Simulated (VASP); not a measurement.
Here is a VASP 6.6.1 calculation.

The input INCAR:

```
PREC = Accurate
ENCUT = 600
EDIFF = 1E-6
ISMEAR = -1
SIGMA = 0.05
LREAL = F
LASPH = T
NELM = 80
ALGO = Normal
ISIF = 3
LWAVE = F
LCHARG = F
GGA = PE
IVDW = 12
IBRION = 2
NSW = 60
EDIFFG = -0.01
```

KPOINTS

```
regular mesh
0
Gamma
  11 11 11
```

The input POSCAR:

```
In
1.0
   -1.6254700000      1.6254700000      2.4737000000
    1.6254700000     -1.6254700000      2.4737000000
    1.6254700000      1.6254700000     -2.4737000000
In
1
Direct
    0.0000000000      0.0000000000      0.0000000000
```

Potentials or basis: VASP PAW PBE potentials, release 64 (In_d).

The run is started by

```sh
$ cat potpaw_PBE.64/In_d/POTCAR > POTCAR
$ mpirun -np 1 vasp_std > vasp.out
```

Q: Estimate the space group after relaxing (to 0.05 Å).

A: I4/mmm (No. 139).

Q: Estimate the dispersion energy per atom.

A: -0.340 eV.

Q: What does it give for the relaxed volume?

A: 26.05 Å³/atom.

Q: What does it give for the relaxed cell?

A: a = 3.349 Å, b = 3.349 Å, c = 3.349 Å, α = 121.21°, β = 121.21°, γ = 87.92°.

The path:
| step | energy change (eV) | largest force (eV/Å) | pressure (GPa) | volume (Å³) |
| --- | --- | --- | --- | --- |
| 1 | 0.0000 | 0.0000 | -0.11 | 26.14 |
| 2 | -0.0003 | 0.0000 | -0.01 | 26.08 |
| 3 | -0.0010 | 0.0000 | 0.34 | 25.88 |
| 4 | -0.0001 | 0.0000 | 0.98 | 25.49 |
| 5 | -0.0012 | 0.0000 | 0.45 | 25.77 |
| 6 | -0.0013 | 0.0000 | 0.45 | 25.78 |
| 7 | -0.0016 | 0.0000 | 0.44 | 25.81 |
| 8 | -0.0015 | 0.0000 | 0.34 | 25.86 |
| 9 | -0.0016 | 0.0000 | 0.34 | 25.83 |
| 10 | -0.0016 | 0.0000 | 0.40 | 25.82 |
| 11 | -0.0017 | 0.0000 | 0.25 | 25.89 |
| 12 | -0.0019 | 0.0000 | 0.07 | 26.00 |
| 13 | -0.0019 | 0.0000 | -0.01 | 26.05 |

Caveat: pairwise dispersion overbinds metals, which lowers pressure and volume.
